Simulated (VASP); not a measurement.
Wanted: the native input for a VASP 6.6.1 run.

```yaml
Task: single point
Functional: r2SCAN
Potentials_or_basis: VASP PAW PBE potentials, release 64 (Sn_d, Te)
Cutoff: 520 eV
k_mesh: 9 × 9 × 9
Occupations: fermi-dirac, width 0.1 eV
Spin: no spin polarisation
Dipole_correction: no
Further_INCAR_settings: ALGO = Normal; EDIFF = 1e-07; NBANDS = 17
```

Crystal: SnTe.

```xyz
2
Lattice="0.0000 3.1861 3.1861 3.1861 0.0000 3.1861 3.1861 3.1861 0.0000" Properties=species:S:1:pos:R:3 pbc="T T T"
Sn    0.0000    0.0000    0.0000
Te    3.1861    3.1861    3.1861
```

These files were run (other wordings do the same):

POSCAR

```
SnTe
1.0
    0.0000000000      3.1861486170      3.1861486170
    3.1861486170      0.0000000000      3.1861486170
    3.1861486170      3.1861486170      0.0000000000
Sn Te
1 1
Direct
    0.0000000000      0.0000000000      0.0000000000
    0.5000000000      0.5000000000      0.5000000000
```

INCAR.step1

```
PREC     = Accurate       # precision mode
ENCUT    = 520            # plane-wave cutoff, eV
ISMEAR   = -1             # smearing method
SIGMA    = 0.1            # smearing width, eV
LREAL    = F              # projectors in reciprocal space
LASPH    = T              # aspherical terms in the spheres
NELM     = 80             # most SCF steps
NBANDS   = 17             # bands
GGA      = PE             # functional
ALGO     = Normal         # electronic algorithm
EDIFF    = 1E-4           # SCF threshold, eV
LWAVE    = T              # write WAVECAR
LCHARG   = F              # write CHGCAR
```

INCAR.step2

```
PREC     = Accurate       # precision mode
ENCUT    = 520            # plane-wave cutoff, eV
EDIFF    = 1E-7           # SCF threshold, eV
ISMEAR   = -1             # smearing method
SIGMA    = 0.1            # smearing width, eV
LREAL    = F              # projectors in reciprocal space
LASPH    = T              # aspherical terms in the spheres
NELM     = 80             # most SCF steps
ALGO     = Normal         # electronic algorithm
ISIF     = 2              # what is computed and relaxed
LWAVE    = F              # write WAVECAR
LCHARG   = T              # write CHGCAR
METAGGA  = R2SCAN         # meta-GGA
LMIXTAU  = T            
LELF     = T              # ELF
LVHAR    = T            
NBANDS   = 17             # bands
ISTART   = 1
```

KPOINTS

```
regular mesh
0
Gamma
  9 9 9
```

Potentials or basis: VASP PAW PBE potentials, release 64 (Sn_d, Te).

Command:

```sh
$ cat potpaw_PBE.64/Sn_d/POTCAR potpaw_PBE.64/Te/POTCAR > POTCAR
$ cp INCAR.step1 INCAR
$ mpirun -np 1 vasp_std > vasp.out
$ cp INCAR.step2 INCAR
$ mpirun -np 1 vasp_std > vasp.out
```

Results of the run:

| Item | Value |
| --- | --- |
| Pressure | -0.1 GPa |

Caveat: the PAW data sets were made with another functional, which shifts forces and pressure a little.

It took 2.9 min on 1 thread of Intel(R) Xeon(R) Platinum 8259CL CPU @ 2.50GHz (Skylake/Cascade Lake), with other jobs on the host, peak memory 0.23 GiB.
